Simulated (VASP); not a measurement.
# Al2Pt (Fm-3m) in VASP: settings compared, part 2 of 2

VASP 6.6.1. The steps go on from the part before.

### Step 3. Single point, PBEsol (volume scaled by 1.02)

Input file INCAR:

```
SYSTEM = Al2Pt
PREC = Accurate ; ENCUT = 520
EDIFF = 1E-7 ; ISMEAR = -1
SIGMA = 0.05 ; LREAL = .FALSE.
LASPH = .TRUE. ; NELM = 80
ALGO = Normal ; ISIF = 2
LWAVE = .FALSE. ; LCHARG = .FALSE.
GGA = PS ; NBANDS = 15
```

Input file KPOINTS:

```
regular mesh
0
G
  8 8 8
  0 0 0
```

Input file POSCAR:

```
Al2Pt
1.0
    0.0000000000      2.9745701068      2.9745701068
    2.9745701068      0.0000000000      2.9745701068
    2.9745701068      2.9745701068      0.0000000000
Pt Al
1 2
Direct
    0.0000000000      0.0000000000      0.0000000000
    0.7500000000      0.7500000000      0.7500000000
    0.2500000000      0.2500000000      0.2500000000
```

Potentials or basis: VASP PAW PBE potentials, release 64 (Pt, Al).

On the command line:

```bash
$ cat potpaw_PBE.64/Pt/POTCAR potpaw_PBE.64/Al/POTCAR > POTCAR
$ mpirun -np 1 vasp_std > vasp.out
```

Run time: 7.6 s. Hardware: 1 thread of Intel Xeon 6975P-C (Granite Rapids), shared host; peak memory 0.18 GiB.

It converged, with:

- Free energy: -17.7407 eV
- Pressure: -3.5 GPa
- Band gap on the k mesh: zero (band 8 reaches 11.34 eV, above the bottom of band 9 at 5.99 eV)

Levels at points of the mesh, in eV from the Fermi level:
```csv
k point,band 4,band 5,band 6,band 7,band 8,band 9,band 10,band 11,band 12,band 13
"(0.00, 0.00, 0.00)",-4.91,-3.58,-3.58,2.88,3.82,3.82,3.82,5.35,5.35,5.35
"(0.50, 0.00, 0.00)",-4.60,-3.62,-3.37,-3.37,1.05,1.05,3.73,5.11,5.11,5.23
"(0.50, 0.50, 0.00)",-3.68,-3.68,-3.33,-3.10,-1.53,-1.53,3.07,3.33,8.10,10.64
```

Caveat: the PAW data sets were made with another functional, which shifts forces and pressure a little; spin-orbit coupling is left out, which moves the levels of the heavy elements.

### Step 4. Single point, LDA (volume scaled by 1.04)

Input file INCAR:

```
SYSTEM = Al2Pt
ALGO     = Fast           ! electronic algorithm
EDIFF    = 1E-6           ! SCF threshold, eV
ENCUT    = 520            ! plane-wave cutoff, eV
ISIF     = 2              ! what is computed and relaxed
ISMEAR   = -1             ! smearing method
LASPH    = .True.         ! aspherical terms in the spheres
LCHARG   = .False.        ! write CHGCAR
LREAL    = .False.        ! projectors in reciprocal space
LWAVE    = .False.        ! write WAVECAR
NBANDS   = 15             ! bands
NELM     = 60             ! most SCF steps
PREC     = Accurate       ! precision mode
SIGMA    = 0.05           ! smearing width, eV
```

Input file KPOINTS:

```
k-points
0
Gamma
  8 8 8
  0 0 0
```

Input file POSCAR:

```
Al2Pt
1.0
    0.0000000000      2.9938860383      2.9938860383
    2.9938860383      0.0000000000      2.9938860383
    2.9938860383      2.9938860383      0.0000000000
Pt Al
1 2
Direct
    0.0000000000      0.0000000000      0.0000000000
    0.7500000000      0.7500000000      0.7500000000
    0.2500000000      0.2500000000      0.2500000000
```

Potentials or basis: VASP PAW LDA potentials, release 64 (Pt, Al).

On the command line:

```bash
$ cat potpaw_LDA.64/Pt/POTCAR potpaw_LDA.64/Al/POTCAR > POTCAR
$ mpirun -np 1 vasp_std > vasp.out
```

Wall time 8.1 s (1 thread of Intel Xeon 6975P-C (Granite Rapids), shared host); peak memory 0.16 GiB.

The run converged. Its results:

```yaml
Free_energy: -18.4972 eV
Pressure: -8.1 GPa
Band_gap_on_the_k_mesh: zero (band 8 reaches 11.05 eV, above the bottom of band 9 at 5.74 eV)
```

Levels at points of the mesh, in eV from the Fermi level:
```csv
k point,band 5,band 6,band 7,band 8,band 9,band 10,band 11,band 12
"(0.00, 0.00, 0.00)",-3.51,-3.51,2.56,3.83,3.83,3.83,5.22,5.22
"(0.50, 0.00, 0.00)",-3.57,-3.31,-3.31,1.06,1.06,3.66,4.97,5.03
"(0.50, 0.50, 0.00)",-3.63,-3.27,-3.05,-1.48,-1.48,2.86,3.35,8.12
```

Caveat: spin-orbit coupling is left out, which moves the levels of the heavy elements.

### Step 5. Single point, LDA (volume scaled by 1.06)

Input file INCAR:

```
SYSTEM = Al2Pt
PREC = Accurate ; ENCUT = 520
EDIFF = 1E-7 ; ISMEAR = -1
SIGMA = 0.05 ; LREAL = .FALSE.
LASPH = .TRUE. ; NELM = 60
ALGO = Normal ; ISIF = 2
LWAVE = .FALSE. ; LCHARG = .FALSE.
GGA = CA ; NBANDS = 15
```

Input file KPOINTS:

```
Automatic mesh
0
G
  8 8 8
  0 0 0
```

Input file POSCAR:

```
Al2Pt
1.0
    0.0000000000      3.0129558903      3.0129558903
    3.0129558903      0.0000000000      3.0129558903
    3.0129558903      3.0129558903      0.0000000000
Pt Al
1 2
Direct
    0.0000000000      0.0000000000      0.0000000000
    0.7500000000      0.7500000000      0.7500000000
    0.2500000000      0.2500000000      0.2500000000
```

On the command line:

```bash
$ cat potpaw_LDA.64/Pt/POTCAR potpaw_LDA.64/Al/POTCAR > POTCAR
$ mpirun -np 1 vasp_std > vasp.out
```

It took 6.3 s on 1 thread of Intel Xeon 6975P-C (Granite Rapids), shared host; peak memory 0.16 GiB.

Results (log left out):

| Property | Result |
| --- | --- |
| Free energy | -18.4382 eV |
| Pressure | -10.2 GPa |
| Band gap on the k mesh | zero (band 8 reaches 10.81 eV, above the bottom of band 9 at 5.56 eV) |

Levels at points of the mesh, in eV from the Fermi level:
| k point | band 5 | band 6 | band 7 | band 8 | band 9 | band 10 | band 11 | band 12 |
| --- | --- | --- | --- | --- | --- | --- | --- | --- |
| (0.00, 0.00, 0.00) | -3.43 | -3.43 | 2.42 | 3.82 | 3.82 | 3.82 | 5.12 | 5.12 |
| (0.50, 0.00, 0.00) | -3.51 | -3.25 | -3.25 | 1.06 | 1.06 | 3.62 | 4.80 | 4.95 |
| (0.50, 0.50, 0.00) | -3.56 | -3.21 | -2.99 | -1.44 | -1.44 | 2.74 | 3.32 | 8.10 |

Caveat: spin-orbit coupling is left out, which moves the levels of the heavy elements.

### Step 6. Single point, PBEsol (volume scaled by 1.06)

Input file INCAR:

```
SYSTEM = Al2Pt
  PREC = Accurate
  ENCUT = 520
  EDIFF = 1E-6
  ISMEAR = -1
  SIGMA = 0.05
  LREAL = .FALSE.
  LASPH = .TRUE.
  NELM = 60
  ALGO = Normal
  ISIF = 2
  LWAVE = .FALSE.
  LCHARG = .FALSE.
  GGA = PS
  NBANDS = 15
```

Input file KPOINTS:

```
regular mesh
0
G
  8 8 8
  0 0 0
```

POSCAR is that of step 5.

Potentials or basis: VASP PAW PBE potentials, release 64 (Pt, Al).

On the command line:

```bash
$ cat potpaw_PBE.64/Pt/POTCAR potpaw_PBE.64/Al/POTCAR > POTCAR
$ mpirun -np 1 vasp_std > vasp.out
```

OUTCAR:

```text
SYSTEM = Al2Pt
   PREC = Accurate
   ENCUT = 520
   EDIFF = 1E-6
   ISMEAR = -1
   LREAL = .FALSE.
   LASPH = .TRUE.
   NELM = 60
   ISIF = 2
   GGA = PS

 ion  position               nearest neighbor table
   1  0.000  0.000  0.000-   2 2.61   2 2.61   2 2.61   3 2.61   3 2.61   3 2.61   3 2.61   2 2.61

   2  0.750  0.750  0.750-   1 2.61   1 2.61   1 2.61   1 2.61   3 3.01   3 3.01   3 3.01   3 3.01
                             3 3.01   3 3.01
   3  0.250  0.250  0.250-   1 2.61   1 2.61   1 2.61   1 2.61   2 3.01   2 3.01   2 3.01   2 3.01
                             2 3.01   2 3.01

  LATTYP: Found a face centered cubic cell.
 ALAT       =     6.0259117806

  Lattice vectors:

 A1 = (   0.0000000000,   3.0129558903,   3.0129558903)
 A2 = (   3.0129558903,   0.0000000000,   3.0129558903)
 A3 = (   3.0129558903,   3.0129558903,   0.0000000000)

Analysis of symmetry for initial positions (statically):
=====================================================================
 Subroutine PRICEL returns:
 Original cell was already a primitive cell.

 Routine SETGRP: Setting up the symmetry group for a
 face centered cubic supercell.

 Subroutine GETGRP returns: Found 48 space group operations
[... 175 lines left out ...]
      1      -2.7105      2.00000
      2       2.3667      2.00000
      3       2.3667      2.00000
      4       2.3667      2.00000
      5       3.6599      2.00000
      6       3.6599      2.00000
      7       9.6762      0.00000
      8      10.8695      0.00000
      9      10.8695      0.00000
     10      10.8695      0.00000
     11      12.2277      0.00000
     12      12.2277      0.00000
     13      12.2277      0.00000
     14      13.2450      0.00000
[... 401 lines left out ...]
      2       1.2928      2.00000
      3       2.5328      2.00000
      4       2.9789      2.00000
      5       3.1727      2.00000
      6       3.8270      2.00000
      7       4.0560      2.00000
      8       6.1569      2.00000
      9       7.2484      0.06929
     10      10.8088      0.00000
     11      12.0297      0.00000
     12      13.7302      0.00000
     13      14.1362      0.00000
     14      15.2122      0.00000
     15      15.5550      0.00000

 [... further k-points ...]
[... 5 lines left out ...]
  --------------------------------------------------------------------------------------
  -------------------------------------------------------------------------------------
  Total       -2.6869900     -2.6869900     -2.6869900     -0.0000000      0.0000000      0.0000000
  in kB      -78.6988374    -78.6988374    -78.6988374     -0.0000000      0.0000000      0.0000000
  external PRESSURE =     -78.6988374 kB  Pullay stress =       0.0000000 kB

 VOLUME and BASIS-vectors are now :
 -----------------------------------------------------------------------------
  energy-cutoff  :      520.00
  volume of cell :       54.70
      direct lattice vectors                 reciprocal lattice vectors
     0.000000000  3.012955890  3.012955890    -0.165949990  0.165949990  0.165949990
     3.012955890  0.000000000  3.012955890     0.165949990 -0.165949990  0.165949990
     3.012955890  3.012955890  0.000000000     0.165949990  0.165949990 -0.165949990

 POSITION                                       TOTAL-FORCE (eV/Angst)
 -----------------------------------------------------------------------------------
      0.00000      0.00000      0.00000        -0.000000      0.000000     -0.000000
      4.51943      4.51943      4.51943         0.000000      0.000000      0.000000
      1.50648      1.50648      1.50648        -0.000000     -0.000000     -0.000000
 -----------------------------------------------------------------------------------
    total drift:                                0.000000     -0.000000      0.000000

  FREE ENERGIE OF THE ION-ELECTRON SYSTEM (eV)
  ---------------------------------------------------
  free  energy   TOTEN  =       -17.6665525431 eV

  energy  without entropy=      -17.6534053964  energy(sigma->0) =      -17.65997897
```

Wall time 7.3 s (1 thread of Intel Xeon 6975P-C (Granite Rapids), shared host); peak memory 0.17 GiB.

Results:

```yaml
Free_energy: -17.6666 eV
Pressure: -7.9 GPa
Band_gap_on_the_k_mesh: zero (band 8 reaches 10.87 eV, above the bottom of band 9 at 5.63 eV)
```

Caveat: the PAW data sets were made with another functional, which shifts forces and pressure a little; spin-orbit coupling is left out, which moves the levels of the heavy elements.

### Step 7. Overview

```csv
level,potentials or basis,cell,gap on the mesh (eV),pressure (GPa)
LDA,"VASP PAW LDA potentials, release 64 (Pt, Al)","a = 4.207 Å, angles 60.0°, 3 atoms",none,-6.0
PBEsol,"VASP PAW PBE potentials, release 64 (Pt, Al)","a = 4.207 Å, angles 60.0°, 3 atoms",none,-3.5
LDA,"VASP PAW LDA potentials, release 64 (Pt, Al)","a = 4.234 Å, angles 60.0°, 3 atoms",none,-8.1
LDA,"VASP PAW LDA potentials, release 64 (Pt, Al)","a = 4.261 Å, angles 60.0°, 3 atoms",none,-10.2
PBEsol,"VASP PAW PBE potentials, release 64 (Pt, Al)","a = 4.261 Å, angles 60.0°, 3 atoms",none,-7.9
```

Alike in all rows: task single point; no spin polarisation; k mesh 8 × 8 × 8; cutoff (eV) 520; smearing fermi-dirac 0.05 eV.

Caveats: spin-orbit coupling is left out, which moves the levels of the heavy elements; the PAW data sets were made with another functional, which shifts forces and pressure a little (some runs).

Absolute energies hang on the potentials; compare differences alone.
